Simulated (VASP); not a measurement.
# Y (Fd-3m) in VASP: further runs, part 2 of 2

VASP 6.6.1. The steps go on from the part before.

### 4 Relaxation of cell and atoms, PBE, target pressure 81 GPa, at which the enthalpy is minimised

This run uses another cell than the first one, of 16.82 Å³/atom, 0.966 times its volume.

File INCAR:

```
ALGO = Normal
EDIFF = 1E-6
EDIFFG = -0.005
ENCUT = 600
GGA = PE
IBRION = 2
ISIF = 3
ISMEAR = -1
LASPH = T
LCHARG = F
LREAL = F
LWAVE = F
NELM = 80
NSW = 60
PREC = Accurate
PSTRESS = 810.0
SIGMA = 0.05
```

File KPOINTS:

```
k-points
0
Gamma
  12 12 12
```

File POSCAR:

```
Y
1.0
    0.0000000000      2.5621399035      2.5621399035
    2.5621399035      0.0000000000      2.5621399035
    2.5621399035      2.5621399035      0.0000000000
Y
2
Direct
   -0.1250000000     -0.1250000000     -0.1250000000
    0.1250000000      0.1250000000      0.1250000000
```

Potentials or basis: VASP PAW PBE potentials, release 64 (Y_sv).

The run is started by

```sh
$ cat potpaw_PBE.64/Y_sv/POTCAR > POTCAR
$ mpirun -np 1 vasp_std > vasp.out
```

OUTCAR:

```text
EDIFF = 1E-6
   EDIFFG = -0.005
   ENCUT = 600
   GGA = PE
   IBRION = 2
   ISIF = 3
   ISMEAR = -1
   LASPH = T
   LREAL = F
   NELM = 80
   NSW = 60
   PREC = Accurate
   PSTRESS = 810.0

 ion  position               nearest neighbor table
   1  0.875  0.875  0.875-   2 2.22   2 2.22   2 2.22   2 2.22   2 4.25   2 4.25   2 4.25   2 4.25
                             2 4.25   2 4.25   2 4.25   2 4.25   2 4.25   2 4.25   2 4.25   2 4.25
   2  0.125  0.125  0.125-   1 2.22   1 2.22   1 2.22   1 2.22   1 4.25   1 4.25   1 4.25   1 4.25
                             1 4.25   1 4.25   1 4.25   1 4.25   1 4.25   1 4.25   1 4.25   1 4.25

  LATTYP: Found a face centered cubic cell.
 ALAT       =     5.1242798070

  Lattice vectors:

 A1 = (   0.0000000000,   2.5621399035,   2.5621399035)
 A2 = (   2.5621399035,   0.0000000000,   2.5621399035)
 A3 = (   2.5621399035,   2.5621399035,   0.0000000000)

Analysis of symmetry for initial positions (statically):
=====================================================================
 Subroutine PRICEL returns:
 Original cell was already a primitive cell.

 Routine SETGRP: Setting up the symmetry group for a
 face centered cubic supercell.

 Subroutine GETGRP returns: Found 48 space group operations
 (whereof 12 operations were pure point group operations)
 out of a pool of 48 trial point group operations.

The static configuration has the point symmetry D_3d.
 The point group associated with its full space group is O_h .

Analysis of symmetry for dynamics (positions and initial velocities):
=====================================================================
 Subroutine PRICEL returns:
 Original cell was already a primitive cell.

 Routine SETGRP: Setting up the symmetry group for a
 face centered cubic supercell.

 Subroutine GETGRP returns: Found 48 space group operations
 (whereof 12 operations were pure point group operations)
[... 147 lines left out ...]
  ---------------------------------------------------
  ext. energy  EPLUGINS =         0.00000000
  ---------------------------------------------------
  free energy    TOTEN  =        -3.74185788 eV

  energy without entropy =       -3.73589323  energy(sigma->0) =       -3.73887556

------------------------ aborting loop because EDIFF is reached ----------------------------------------

  FORCE on cell =-STRESS in cart. coord.  units (eV):
  Direction    XX          YY          ZZ          XY          YZ          ZX
  --------------------------------------------------------------------------------------
  -------------------------------------------------------------------------------------
  Total       19.7269833     19.7269833     19.7269833      0.0000000     -0.0000000     -0.0000000
  in kB      939.5777885    939.5777885    939.5777885      0.0000000     -0.0000000     -0.0000000
  external PRESSURE =     129.5777885 kB  Pullay stress =     810.0000000 kB
[... 97 lines left out ...]
  energy  without entropy=       -4.4201953361  energy(sigma->0) =       -4.42282183

  enthalpy is  TOTEN    =        13.2190818526 eV   P V=       17.6445301804

[... ionic steps 4 to 12 ...]

--------------------------------------- Ionic step       13  -------------------------------------------

 number of electron      22.0000001 magnetization

------------------------ aborting loop because EDIFF is reached ----------------------------------------
[... 71 lines left out ...]
--------------------------------------- Ionic step       15  -------------------------------------------

 number of electron      22.0000001 magnetization

 Free energy of the ion-electron system (eV)
  ---------------------------------------------------
  ext. energy  EPLUGINS =         0.00000000
  ---------------------------------------------------
  free energy    TOTEN  =        -4.37860364 eV

  energy without entropy =       -4.37331123  energy(sigma->0) =       -4.37595743

 E-fermi :   6.9806     XC(G=0): -12.0130

 val. band max:        6.9595934745   @ k =   0.5000   0.0000   0.0000
 cond. band min:       7.0152345147   @ k =   0.4167   0.3333   0.0000
 fundamental gap:      0.0556410402
 Fermi energy:         6.9806188066

 k-point     1 :       0.0000    0.0000    0.0000
  band No.  band energies     occupation
      1     -37.9108      2.00000
      2     -33.5974      2.00000
      3     -18.1599      2.00000
      4     -18.1599      2.00000
      5     -18.1599      2.00000
      6     -14.4024      2.00000
      7     -14.4024      2.00000
      8     -14.4024      2.00000
      9       2.4500      2.00000
     10       4.8448      2.00000
     11       4.8448      2.00000
     12       8.1819      0.00000
     13       8.1819      0.00000
     14       8.1819      0.00000
[... 401 lines left out ...]
      2     -35.0816      2.00000
      3     -19.2694      2.00000
      4     -18.8368      2.00000
      5     -17.4886      2.00000
      6     -14.2565      2.00000
      7     -13.3481      2.00000
      8     -12.8526      2.00000
      9       3.3674      2.00000
     10       4.6735      2.00000
     11       4.8499      2.00000
     12       7.7354      0.00000
     13       8.1400      0.00000
     14       8.7279      0.00000
     15      11.7407      0.00000

 [... further k-points ...]
[... 5 lines left out ...]
  --------------------------------------------------------------------------------------
  -------------------------------------------------------------------------------------
  Total       17.5916635     17.5916635     17.5916635      0.0000000     -0.0000000     -0.0000000
  in kB      809.7363212    809.7363212    809.7363212      0.0000000     -0.0000000     -0.0000000
  external PRESSURE =      -0.2636788 kB  Pullay stress =     810.0000000 kB
[... 21 lines left out ...]
  energy  without entropy=       -4.3733112271  energy(sigma->0) =       -4.37595743

  enthalpy is  TOTEN    =        13.2187882825 eV   P V=       17.5973919254

 reached required accuracy - stopping structural energy minimisation
```

CONTCAR:

```text
Y
   1.00000000000000
     0.0000000000000000    2.5914805769710330    2.5914805769710338
     2.5914805769710338    0.0000000000000000    2.5914805769710338
     2.5914805769710338    2.5914805769710330    0.0000000000000000
  Y
     2
Direct
     0.8750000000000000    0.8750000000000000    0.8750000000000000
     0.1250000000000000    0.1250000000000000    0.1250000000000000

  0.00000000E+00  0.00000000E+00  0.00000000E+00
  0.00000000E+00  0.00000000E+00  0.00000000E+00
```

Run time: 4.7 min. Hardware: 1 thread of Intel Xeon Platinum 8259CL at 2.50GHz (Skylake/Cascade Lake), shared host; peak memory 0.22 GiB.

Results:

```yaml
Free_energy: -4.3786 eV
Relaxed_volume: 17.40 Å³/atom
Relaxed_cell: a = 3.665 Å, b = 3.665 Å, c = 3.665 Å, α = 60.00°, β = 60.00°, γ = 60.00°
Space_group_after_relaxing_to_0.05_Å: Fd-3m (No. 227)
Energy_change_on_relaxing_the_enthalpy_is_what_falls: -318.4 meV/atom
Ionic_steps: 15
Pressure_after_relaxing: 81.0 GPa
Band_gap_on_the_k_mesh: zero (band 11 reaches 7.27 eV, above the bottom of band 12 at 6.35 eV)
```

Step by step:
| step | energy change (eV) | largest force (eV/Å) | pressure (GPa) | volume (Å³) |
| --- | --- | --- | --- | --- |
| 1 | 0.0000 | 0.0000 | 93.96 | 33.64 |
| 2 | -2.7501 | 0.0000 | 39.20 | 40.71 |
| 3 | -0.6836 | 0.0000 | 80.05 | 34.90 |
| 4 | -0.6384 | 0.0000 | 80.94 | 34.81 |
| 5 | -0.6264 | 0.0000 | 81.18 | 34.79 |
| 6 | -0.6270 | 0.0000 | 81.20 | 34.79 |
| 7 | -0.6289 | 0.0000 | 81.13 | 34.79 |
| 8 | -0.6289 | 0.0000 | 81.13 | 34.79 |
| 9 | -0.6289 | 0.0000 | 81.13 | 34.79 |
| 10 | -0.6291 | 0.0000 | 81.14 | 34.79 |
| 11 | -0.6293 | 0.0000 | 81.13 | 34.79 |
| 12 | -0.6298 | 0.0000 | 81.13 | 34.79 |
| 13 | -0.6308 | 0.0000 | 81.14 | 34.80 |
| 14 | -0.6328 | 0.0000 | 81.05 | 34.80 |
| 15 | -0.6367 | 0.0000 | 80.97 | 34.81 |

Final structure:
```xyz
2
Lattice="0.0000 2.5915 2.5915 2.5915 0.0000 2.5915 2.5915 2.5915 0.0000" Properties=species:S:1:pos:R:3 pbc="T T T"
Y     4.5351    4.5351    4.5351
Y     0.6479    0.6479    0.6479
```

Levels at points of the mesh, in eV from the Fermi level:
```tsv
k point	band 8	band 9	band 10	band 11	band 12	band 13	band 14	band 15
(0.00, 0.00, 0.00)	-21.38	-4.53	-2.14	-2.14	1.20	1.20	1.20	5.88
(0.50, 0.00, 0.00)	-20.35	-2.62	-1.68	-1.68	-0.63	-0.02	-0.02	4.60
(0.50, 0.50, 0.00)	-19.50	-3.84	-3.84	-0.03	-0.03	2.49	2.49	5.35
```

Caveat: the cell is relaxed towards a set pressure, so the enthalpy falls and the energy may rise.
